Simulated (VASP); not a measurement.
Write the native input for VASP 6.6.1 that does the following.

| Quantity | Value |
| --- | --- |
| Task | single point |
| Functional | PBEsol |
| Potentials or basis | VASP PAW PBE potentials, release 64 (Cr_pv, Cu, O) |
| Cutoff | 600 eV |
| k mesh | 11 × 11 × 11 |
| Occupations | fermi-dirac, width 0.08 eV |
| Spin | no spin polarisation |
| Dipole correction | no |
| Further INCAR settings | ALGO = Normal; EDIFF = 1e-06; NBANDS = 26 |

The structure of CrCuO2 lies in POSCAR:

```
CrCuO2
1.0
    1.4246807803      0.8225398320      5.4622186370
   -1.4246807803      0.8225398320      5.4622186370
    0.0000000000     -1.6450796640      5.4622186370
Cr Cu O
1 1 2
Direct
    0.5000000000      0.5000000000      0.5000000000
    0.0000000000      0.0000000000      0.0000000000
    0.1079200000      0.1079200000      0.1079200000
    0.8920800000      0.8920800000      0.8920800000
```

One way to write it, as run:

INCAR

```
SYSTEM = CrCuO2
PREC = Accurate ; ENCUT = 600
EDIFF = 1E-6 ; ISMEAR = -1
SIGMA = 0.08 ; LREAL = .False.
LASPH = .True. ; NELM = 120
ALGO = Normal ; ISIF = 2
LWAVE = .False. ; LCHARG = .True.
GGA = PS ; LELF = .True.
LVHAR = .True. ; NBANDS = 26
GGA_COMPAT = .False.
```

KPOINTS

```
Automatic mesh
0
Gamma
  11 11 11
  0 0 0
```

Potentials or basis: VASP PAW PBE potentials, release 64 (Cr_pv, Cu, O).

Command:

```bash
$ cat potpaw_PBE.64/Cr_pv/POTCAR potpaw_PBE.64/Cu/POTCAR potpaw_PBE.64/O/POTCAR > POTCAR
$ mpirun -np 1 vasp_std > vasp.out
```

It gave:

- Pressure: 17.1 GPa
- Largest force: 0.834 eV/Å
- Band gap on the k mesh: zero (an odd number of electrons rules out a gap without spin polarisation)

Caveat: the stress differs along the axes, from 5 to 41 GPa; an empty level that is flat over the whole mesh can mark a ghost state of the potentials, or a narrow d or f band; the PAW data sets were made with another functional, which shifts forces and pressure a little; an odd number of electrons without spin polarisation forces a metal; a magnetic or distorted state may lie lower; the run has no spin polarisation, though such a crystal can be magnetic; semilocal functionals often make such compounds metallic where correlation or magnetic order opens a gap, which also shifts bond lengths.

Run time: 18 min on 1 thread of Intel Xeon 8259CL, on a shared host, peak memory 0.44 GiB.
